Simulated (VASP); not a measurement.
# C3N (P6_3/mmc) in VASP: further runs

Runs on C3N. Level: PBE. Tasks: single point, relaxation of cell and atoms.

Everything below comes from runs of VASP 6.6.1. Logs are shortened: lines on timing, memory, paths and dates and some standing lists are left out, and cuts for length are marked.

**1. The cell of the first run**

Symmetry: P6_3/mmc, No. 194, hexagonal system. The conventional cell has a = 5.036 Å, b = 5.036 Å, c = 4.069 Å, α = 90.00°, β = 90.00°, γ = 120.00°. C (site symmetry mm2) has 8 C at 2.46 to 2.58 Å and 4 N at 2.52 Å within 3.2 Å. N (site symmetry -6m2) has 12 C at 2.52 Å within 3.3 Å.

**2. Single point, PBE**

The input, INCAR:

```
SYSTEM = C3N
  PREC = Accurate
  ENCUT = 520
  EDIFF = 1E-6
  ISMEAR = 0
  SIGMA = 0.1
  LREAL = .False.
  LASPH = .True.
  NELM = 60
  ALGO = Normal
  ISIF = 2
  LWAVE = .False.
  LCHARG = .False.
  GGA = PE
  NBANDS = 27
```

The input, KPOINTS:

```
regular mesh
0
Gamma
  6 6 4
  0 0 0
```

The input, POSCAR:

```
C3N
1.0
    5.0362809500      0.0000000000      0.0000000000
   -2.5181404800      4.3615472500      0.0000000000
    0.0000000000      0.0000000000      4.0693699800
C N
6 2
Direct
    0.1627914900      0.3255829800      0.2500000000
    0.1627914900      0.8372085100      0.2500000000
    0.6744170200      0.8372085100      0.2500000000
    0.8372085100      0.6744170200      0.7500000000
    0.8372085100      0.1627914900      0.7500000000
    0.3255829800      0.1627914900      0.7500000000
    0.3333333300      0.6666666700      0.7500000000
    0.6666666700      0.3333333300      0.2500000000
```

Potentials or basis: VASP PAW PBE potentials, release 64 (C, N).

Launch:

```
$ cat potpaw_PBE.64/C/POTCAR potpaw_PBE.64/N/POTCAR > POTCAR
$ mpirun -np 1 vasp_std > vasp.out
```

OUTCAR:

```text
SYSTEM = C3N
   PREC = Accurate
   ENCUT = 520
   EDIFF = 1E-6
   ISMEAR = 0
   LREAL = .False.
   LASPH = .True.
   NELM = 60
   ISIF = 2
   GGA = PE

 ion  position               nearest neighbor table
   1  0.163  0.326  0.250-
   2  0.163  0.837  0.250-
   3  0.674  0.837  0.250-
   4  0.837  0.674  0.750-
   5  0.837  0.163  0.750-
   6  0.326  0.163  0.750-
   7  0.333  0.667  0.750-
   8  0.667  0.333  0.250-

  LATTYP: Found a hexagonal cell.
 ALAT       =     5.0362809500
 C/A-ratio  =     0.8080109153

  Lattice vectors:

 A1 = (   5.0362809500,   0.0000000000,   0.0000000000)
 A2 = (  -2.5181404800,   4.3615472500,   0.0000000000)
 A3 = (   0.0000000000,   0.0000000000,   4.0693699800)

Analysis of symmetry for initial positions (statically):
=====================================================================
 Subroutine PRICEL returns:
 Original cell was already a primitive cell.

 Routine SETGRP: Setting up the symmetry group for a
 hexagonal supercell.

 Subroutine GETGRP returns: Found 24 space group operations
 (whereof 12 operations were pure point group operations)
 out of a pool of 24 trial point group operations.

The static configuration has the point symmetry D_3d.
 The point group associated with its full space group is D_6h.

Analysis of symmetry for dynamics (positions and initial velocities):
=====================================================================
 Subroutine PRICEL returns:
 Original cell was already a primitive cell.

 Routine SETGRP: Setting up the symmetry group for a
 hexagonal supercell.

 Subroutine GETGRP returns: Found 24 space group operations
 (whereof 12 operations were pure point group operations)
 out of a pool of 24 trial point group operations.

The dynamic configuration has the point symmetry D_3d.
 The point group associated with its full space group is D_6h.

 Subroutine INISYM returns: Found 24 space group operations
 (whereof 12 operations are pure point group operations),
 and found     1 'primitive' translations

----------------------------------------------------------------------------------------

                                     Primitive cell

  volume of cell :      89.3877

  direct lattice vectors                    reciprocal lattice vectors
     5.036280950  0.000000000  0.000000000     0.198559217  0.114638217  0.000000000
    -2.518140480  4.361547250  0.000000000     0.000000000  0.229276434  0.000000000
     0.000000000  0.000000000  4.069369980     0.000000000  0.000000000  0.245738285

  length of vectors
     5.036280950  5.036280958  4.069369980     0.229276434  0.229276434  0.245738285

  position of ions in fractional coordinates (direct lattice)
     0.162791490  0.325582980  0.250000000
     0.162791490  0.837208510  0.250000000
     0.674417020  0.837208510  0.250000000
     0.837208510  0.674417020  0.750000000
     0.837208510  0.162791490  0.750000000
     0.325582980  0.162791490  0.750000000
     0.333333330  0.666666670  0.750000000
     0.666666670  0.333333330  0.250000000

  ion indices of the primitive-cell ions
   primitive index   ion index
                 1           1
                 2           2
                 3           3
                 4           4
                 5           5
                 6           6
                 7           7
                 8           8

----------------------------------------------------------------------------------------

 KPOINTS: regular mesh

Automatic generation of k-mesh.
 Grid dimensions read from file:
 generate k-points for:    6    6    4

 Generating k-lattice:

  Cartesian coordinates                     Fractional coordinates (reciprocal lattice)
     0.033093203  0.019106370  0.000000000     0.166666667  0.000000000  0.000000000
     0.000000000  0.038212739  0.000000000     0.000000000  0.166666667  0.000000000
     0.000000000  0.000000000  0.061434571     0.000000000  0.000000000  0.250000000

  Length of vectors
     0.038212739  0.038212739  0.061434571

  Shift w.r.t. Gamma in fractional coordinates (k-lattice)
     0.000000000  0.000000000  0.000000000

 Subroutine IBZKPT returns following result:
 ===========================================

 Found     21 irreducible k-points:

 Following reciprocal coordinates:
            Coordinates               Weight
  0.000000  0.000000  0.000000      1.000000
  0.166667  0.000000  0.000000      6.000000
  0.333333  0.000000  0.000000      6.000000
  0.500000  0.000000  0.000000      3.000000
  0.166667  0.166667  0.000000      6.000000
  0.333333  0.166667  0.000000     12.000000
[... 13 lines left out ...]
  0.333333  0.166667  0.500000     12.000000
  0.333333  0.333333  0.500000      2.000000
   k-points           NKPTS =     21   k-points in BZ     NKDIM =     21   number of bands    NBANDS=     27
   number of dos      NEDOS =    301   number of ions     NIONS =      8
   total plane-waves  NPLWV =  48000
   dimension x,y,z NGX =    40 NGY =   40 NGZ =   30
   dimension x,y,z NGXF=    80 NGYF=   80 NGZF=   60
   ions per type =               6   2
   NGX,Y,Z   is equivalent  to a cutoff of  13.20, 13.20, 12.26 a.u.
   NGXF,Y,Z  is equivalent  to a cutoff of  26.41, 26.41, 24.51 a.u.
 SYSTEM =  C3N
   PREC   = accura    normal or accurate (medium, high low for compatibility)
   ISTART =      0    job   : 0-new  1-cont  2-samecut
   ICHARG =      2    charge: 1-file 2-atom 10-const
   ISPIN  =      1    spin polarized calculation?
   LNONCOLLINEAR =      F non collinear calculations
   LSORBIT =      F    spin-orbit coupling
   LASPH  =      T    aspherical Exc in radial PAW
   ENCUT  =  520.0 eV  38.22 Ry    6.18 a.u.   9.36  9.36  7.57*2*pi/ulx,y,z
   NELM   =     60;   NELMIN=  2; NELMDL= -5     # of ELM steps
   EDIFF  = 0.1E-05   stopping-criterion for ELM
   LREAL  =      F    real-space projection
   EDIFFG = 0.1E-04   stopping-criterion for IOM
   NSW    =      0    number of steps for IOM
   IBRION =     -1    ionic relax: 0-MD 1-quasi-New 2-CG
   NFREE  =      0    steps in history (QN), initial steepest desc. (CG)
   ISIF   =      2    stress and relaxation
   ISYM   =      2    0-nonsym 1-usesym 2-fastsym
   POTIM  = 0.5000    time-step for ionic-motion
   TEBEG  =    0.0;   TEEND  =   0.0 temperature during run
   PSTRESS=    0.0 pullay stress
   NELECT =      34.0000    total number of electrons
   NUPDOWN=      -1.0000    fix difference up-down
   EMIN   =  10.00;   EMAX   =-10.00  energy-range for DOS
   EFERMI =   0.00;   METHOD = LEGACY
   ISMEAR =     0;   SIGMA  =   0.10  broadening in eV -4-tet -1-fermi 0-gaus
   EFERMI_NEDOS =   21; number of points for ismear=-14 and -15
   IALGO  =     38    algorithm
   IMIX   =      4    mixing-type and parameters
     AMIX     =   0.40;   BMIX     =  1.00
     AMIX_MAG =   1.60;   BMIX_MAG =  1.00
  volume/ion in A,a.u.               =      11.17        75.40
  Fermi-wavevector in a.u.,A,eV,Ry     =   1.186156  2.241510 19.142943  1.406967
  Thomas-Fermi vector in A             =   2.322335
   LORBIT       =      0    0 simple, 1 ext, 2 COOP (PROOUT), +10 PAW based schemes
   GGA     = PE    functional components
   LHFCALC =     F    Hartree Fock is set to
   AEXX    =    0.0000 exact exchange contribution
   IVDW    =     0    specifies the selected vdW correction
   LEPSILON=     F    determine dielectric tensor
   LRPA    =     F    only Hartree local field effects (RPA)
 non-spin polarized calculation
 Gauss-broadening in eV      SIGMA  =   0.10
  energy-cutoff  :      520.00
  volume of cell :       89.39
 maximum number of plane-waves:      2428
 NGX is ok and might be reduce to    40
   NGX = 19   NGY = 19   NGZ = 15

 number of electron      34.0000000 magnetization

 Free energy of the ion-electron system (eV)
  ---------------------------------------------------
  ext. energy  EPLUGINS =         0.00000000
  ---------------------------------------------------
  free energy    TOTEN  =       -32.25357708 eV

  energy without entropy =      -32.21851121  energy(sigma->0) =      -32.23604415

 E-fermi :   2.3600     XC(G=0): -10.6832

 val. band max:        2.3510254706   @ k =   0.1667   0.1667   0.5000
 cond. band min:       2.3915537985   @ k =   0.3333   0.3333   0.2500
 fundamental gap:      0.0405283279
 Fermi energy:         2.3600350887

 k-point     1 :       0.0000    0.0000    0.0000
  band No.  band energies     occupation
      1     -12.5382      2.00000
      2     -10.1493      2.00000
      3      -7.7726      2.00000
      4      -6.4892      2.00000
      5      -6.4892      2.00000
      6      -5.8732      2.00000
[... 19 lines left out ...]
     26       4.9692      0.00000
     27       6.4698      0.00000

 k-point     2 :       0.1667    0.0000    0.0000
  band No.  band energies     occupation
      1     -12.3904      2.00000
      2     -10.2539      2.00000
      3      -8.2504      2.00000
      4      -6.7074      2.00000
      5      -6.4813      2.00000
      6      -5.8330      2.00000
[... 19 lines left out ...]
     26       4.9222      0.00000
     27       5.9435      0.00000

 k-point     3 :       0.3333    0.0000    0.0000
  band No.  band energies     occupation
      1     -11.9702      2.00000
      2     -10.6149      2.00000
      3      -8.9596      2.00000
      4      -7.0156      2.00000
      5      -6.4788      2.00000
      6      -5.5431      2.00000
[... 504 lines left out ...]
      1     -10.7248      2.00000
      2     -10.7248      2.00000
      3      -8.2180      2.00000
      4      -8.2180      2.00000
      5      -7.0461      2.00000
      6      -7.0461      2.00000
[... 19 lines left out ...]
     26       4.8306      0.00000
     27       5.2280      0.00000

 k-point    21 :       0.3333    0.3333    0.5000
  band No.  band energies     occupation
      1     -10.6562      2.00000
      2     -10.6562      2.00000
      3      -8.0793      2.00000
      4      -8.0793      2.00000
      5      -7.5541      2.00000
      6      -7.5541      2.00000
[... 19 lines left out ...]
     26       4.7400      0.00000
     27       4.9104      0.00000

------------------------ aborting loop because EDIFF is reached ----------------------------------------

  FORCE on cell =-STRESS in cart. coord.  units (eV):
  Direction    XX          YY          ZZ          XY          YZ          ZX
  --------------------------------------------------------------------------------------
  -------------------------------------------------------------------------------------
  Total      -16.6743994    -16.6743994    -17.2436457      0.0000000      0.0000000      0.0000000
  in kB     -298.8705164   -298.8705173   -309.0736386      0.0000003      0.0000000      0.0000000
  external PRESSURE =    -302.2715574 kB  Pullay stress =       0.0000000 kB

 VOLUME and BASIS-vectors are now :
 -----------------------------------------------------------------------------
  energy-cutoff  :      520.00
  volume of cell :       89.39
      direct lattice vectors                 reciprocal lattice vectors
     5.036280950  0.000000000  0.000000000     0.198559217  0.114638217  0.000000000
    -2.518140480  4.361547250  0.000000000     0.000000000  0.229276434  0.000000000
     0.000000000  0.000000000  4.069369980     0.000000000  0.000000000  0.245738285

 POSITION                                       TOTAL-FORCE (eV/Angst)
 -----------------------------------------------------------------------------------
     -0.00000      1.42005      1.01734         0.000000     -0.317628      0.000000
     -1.28834      3.65152      1.01734        -0.275074      0.158814     -0.000000
      1.28834      3.65152      1.01734         0.275074      0.158814     -0.000000
      2.51814      2.94150      3.05203        -0.000000      0.317628      0.000000
      3.80649      0.71002      3.05203         0.275074     -0.158814     -0.000000
      1.22980      0.71002      3.05203        -0.275074     -0.158814      0.000000
     -0.00000      2.90770      3.05203        -0.000000      0.000000      0.000000
      2.51814      1.45385      1.01734         0.000000     -0.000000      0.000000
 -----------------------------------------------------------------------------------
    total drift:                               -0.000012      0.000007     -0.000000

  FREE ENERGIE OF THE ION-ELECTRON SYSTEM (eV)
  ---------------------------------------------------
  free  energy   TOTEN  =       -32.2535770830 eV

  energy  without entropy=      -32.2185112133  energy(sigma->0) =      -32.23604415
```

Wall time 44 s (1 thread of Intel Xeon Platinum 8488C (Sapphire Rapids), shared host); peak memory 0.21 GiB.

Results:

```yaml
Free_energy: -32.2536 eV
Pressure: -30.2 GPa
Largest_force: 0.318 eV/Å
Band_gap_on_the_k_mesh: zero (band 17 reaches 4.05 eV, above the bottom of band 18 at 1.57 eV)
```

Forces in eV/Å, atoms in the order of the input:
```
C    0.000 -0.318  0.000
C   -0.275  0.159  0.000
C    0.275  0.159  0.000
C    0.000  0.318  0.000
C    0.275 -0.159  0.000
C   -0.275 -0.159  0.000
N    0.000  0.000  0.000
N    0.000  0.000  0.000
```

Stress tensor (GPa, compression positive):
```
-29.89   0.00   0.00
  0.00 -29.89   0.00
  0.00   0.00 -30.91
```

Caveat: the k points lie up to 0.39 Å⁻¹ apart.

**3. Relaxation of cell and atoms, PBE**

This run uses another cell than the first one, of 7.87 Å³/atom, 0.705 times its volume.

The input, INCAR:

```
PREC = Accurate
ENCUT = 600
EDIFF = 1E-6
ISMEAR = 0
SIGMA = 0.1
LREAL = False
LASPH = True
NELM = 60
ALGO = Normal
ISIF = 3
LWAVE = False
LCHARG = False
GGA = PE
IBRION = 2
NSW = 90
EDIFFG = -0.04
```

The input, KPOINTS:

```
Automatic mesh
0
Gamma
  6 6 6
```

The input, POSCAR:

```
C3N
1.0
    4.8207980596      0.0000000000      0.0000000000
   -2.4103990298      4.1749335861      0.0000000000
    0.0000000000      0.0000000000      3.1289730645
C N
6 2
Direct
    0.1163515323      0.2327030646      0.2500000000
    0.1163515323      0.8836484677      0.2500000000
    0.7672969354      0.8836484677      0.2500000000
    0.8836484677      0.7672969354      0.7500000000
    0.8836484677      0.1163515323      0.7500000000
    0.2327030646      0.1163515323      0.7500000000
    0.3333333333      0.6666666667      0.7500000000
    0.6666666667      0.3333333333      0.2500000000
```

Potentials or basis: VASP PAW PBE potentials, release 64 (C, N).

Launch:

```
$ cat potpaw_PBE.64/C/POTCAR potpaw_PBE.64/N/POTCAR > POTCAR
$ mpirun -np 1 vasp_std > vasp.out
```

Run time: 15 min. Hardware: 1 thread of Intel Xeon Platinum 8488C (Sapphire Rapids), shared host; peak memory 0.22 GiB.

It converged, with:

| Property | Result |
| --- | --- |
| Free energy | -46.2620 eV |
| Relaxed volume | 6.12 Å³/atom |
| Relaxed cell | a = 4.965 Å, b = 4.965 Å, c = 2.295 Å, α = 90.00°, β = 90.00°, γ = 120.00° |
| Space group after relaxing (to 0.05 Å) | P6_3/mmc (No. 194) |
| Energy gained by relaxing | 928.6 meV/atom |
| Ionic steps | 34 |
| Pressure after relaxing | 0.0 GPa |
| Largest force after relaxing | 0.009 eV/Å |
| Band gap on the k mesh | zero (band 17 reaches 11.75 eV, above the bottom of band 18 at 7.24 eV) |

Forces in eV/Å, atoms in the order of the input:
```
C    0.000  0.009  0.000
C    0.008 -0.005  0.000
C   -0.008 -0.005  0.000
C    0.000 -0.009  0.000
C   -0.008  0.005  0.000
C    0.008  0.005  0.000
N    0.000  0.000  0.000
N    0.000  0.000  0.000
```

Stress tensor (GPa, compression positive):
```
 0.03  0.00  0.00
 0.00  0.03  0.00
 0.00  0.00 -0.16
```

The path:
```
step  energy change (eV)  largest force (eV/Å)  pressure (GPa)  volume (Å³)
   1              0.0000                0.2937           -1.86        62.98
   2             -0.2818                0.3647           -3.03        62.10
   3             -1.1375                1.1950           -8.29        60.72
   4             -3.5016                2.7236           -1.25        57.44
   5             -1.1957                2.1373           65.05        48.81
   6             -5.4023                2.9389           11.27        54.61
   7             -5.2636                2.9105           20.94        53.38
   8             -5.3783                2.5595           16.32        53.88
   9             -5.4225                2.7401           13.73        54.25
  10             -5.4698                2.4955           13.65        54.19
  11             -5.4999                2.4817           14.13        54.12
  12             -5.5834                2.6585           15.37        53.96
  13             -5.5266                1.6408           16.99        53.59
  14             -5.6269                2.4950           16.15        53.85
  15             -5.5971                1.8953           16.62        53.68
  16             -5.6361                2.2993           16.30        53.79
  17             -5.7477                2.1460           13.76        54.02
  18             -6.0319                1.7178            6.55        54.70
  19             -6.3852                0.9619           -6.04        56.08
  20             -6.3757                0.1238          -24.30        58.90
  21             -6.4869                0.3336          -16.48        57.52
  22             -6.6327                0.3532          -16.20        56.77
  23             -7.0036                0.4027          -14.80        54.51
  24             -7.1735                0.2231           -5.85        50.07
  25             -7.2422                0.3695          -10.71        51.81
  26             -7.3899                0.2811           -2.32        49.90
  27             -7.4078                0.2656            1.99        49.04
  28             -7.4079                0.2649            2.35        48.97
  29             -7.4187                0.1759            1.06        49.09
  30             -7.4253                0.0042           -1.44        49.33
  31             -7.4257                0.0384           -0.97        49.29
  32             -7.4281                0.0014           -1.02        49.17
  33             -7.4281                0.0026           -0.99        49.18
  34             -7.4287                0.0092           -0.04        48.99
```

Final structure:
```xyz
8
Lattice="4.9647 0.0000 0.0000 -2.4823 4.2995 0.0000 0.0000 0.0000 2.2950" Properties=species:S:1:pos:R:3 pbc="T T T"
C     0.0000    1.3574    0.5738
C    -1.3068    3.6208    0.5738
C     1.3068    3.6208    0.5738
C     2.4823    2.9421    1.7213
C     3.7891    0.6787    1.7213
C     1.1756    0.6787    1.7213
N     0.0000    2.8663    1.7213
N     2.4823    1.4332    0.5738
```

Levels at points of the mesh, in eV from the Fermi level:
```tsv
k point	band 14	band 15	band 16	band 17	band 18	band 19	band 20	band 21
(0.00, 0.00, 0.00)	-0.96	0.23	1.31	1.31	2.16	2.61	4.15	4.58
(0.50, 0.00, 0.00)	-1.46	0.32	1.21	1.89	2.37	3.73	4.91	5.27
(0.00, 0.00, 0.50)	-6.70	0.19	0.19	0.19	0.19	1.45	1.45	3.18
(0.50, 0.00, 0.50)	-2.77	-2.17	-2.17	-1.86	-1.86	-1.19	-1.19	1.26
```

Caveat: the volume moved by over 15 % at a fixed basis, so the end points are rough.
